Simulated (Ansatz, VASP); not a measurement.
## AgCl: VASP beside Ansatz

Contents of INCAR:

```
SYSTEM = AgCl
  PREC = Accurate
  ENCUT = 520
  EDIFF = 1E-6
  ISMEAR = -1
  SIGMA = 0.01
  LREAL = .FALSE.
  LASPH = .TRUE.
  NELM = 80
  ALGO = Normal
  ISIF = 2
  LWAVE = .FALSE.
  LCHARG = .FALSE.
  GGA = PS
  NBANDS = 16
```

The input KPOINTS:

```
Automatic mesh
0
G
  9 9 9
  0 0 0
```

POSCAR

```
AgCl
1.0
    3.4224880547      0.0000000000      0.0000000000
    0.0000000000      3.4224880547      0.0000000000
    0.0000000000      0.0000000000      3.4224880547
Ag Cl
1 1
Direct
    0.0000000000      0.0000000000      0.0000000000
    0.5000000000      0.5000000000      0.5000000000
```

Input for Ansatz:

```yaml
crystal:
  lattice:
    - [3.4224880547, 0.0, 0.0]
    - [0.0, 3.4224880547, 0.0]
    - [0.0, 0.0, 3.4224880547]
  atoms:
    - { symbol: Ag, position: [0.0, 0.0, 0.0] }
    - { symbol: Cl, position: [0.5, 0.5, 0.5] }
kpoints:
  mp_grid: { grid: [9, 9, 9] }
  band_path:
    path:
      - [0.0, 0.0, 0.0]
      - [0.0, 0.5, 0.0]
      - [0.5, 0.5, 0.0]
      - [0.0, 0.0, 0.0]
      - [0.5, 0.5, 0.5]
      - [0.0, 0.5, 0.0]
      - [0.5, 0.5, 0.5]
      - [0.5, 0.5, 0.0]
    npoints: 5
scf:
  occupations: { method: fermi_dirac, width: 0.01 }
hamiltonian:
  xc: pbesol
  pseudopotentials: { kind: all_electron, lapw: { basis_error: 0.001 } }
output:
  forces: true
  stress: true
  eigenvalues: true
```

Change from the starting cell: volume scaled by 0.99.

Alike in both runs: task single point; functional PBEsol; k mesh 9 × 9 × 9; occupations fermi-dirac, width 0.01 eV; no spin polarisation.

|  | VASP | Ansatz |
| --- | --- | --- |
| version | VASP 6.6.1 | Ansatz 0.2.0 |
| potentials or method | VASP PAW PBE potentials, release 64 (Ag, Cl), cutoff 520 eV | all-electron LAPW, scalar-relativistic |

|  | VASP | Ansatz | Ansatz less VASP |
| --- | --- | --- | --- |
| gap on the k mesh at the Fermi level (eV) | 0.44 | 0.45 | +0.001 |
| pressure (GPa) | -4.3 | -4.2 | +0.10 |

VASP's potentials were made for PBE, not for PBEsol. Ansatz ran all-electron here, and VASP with PAW potentials.
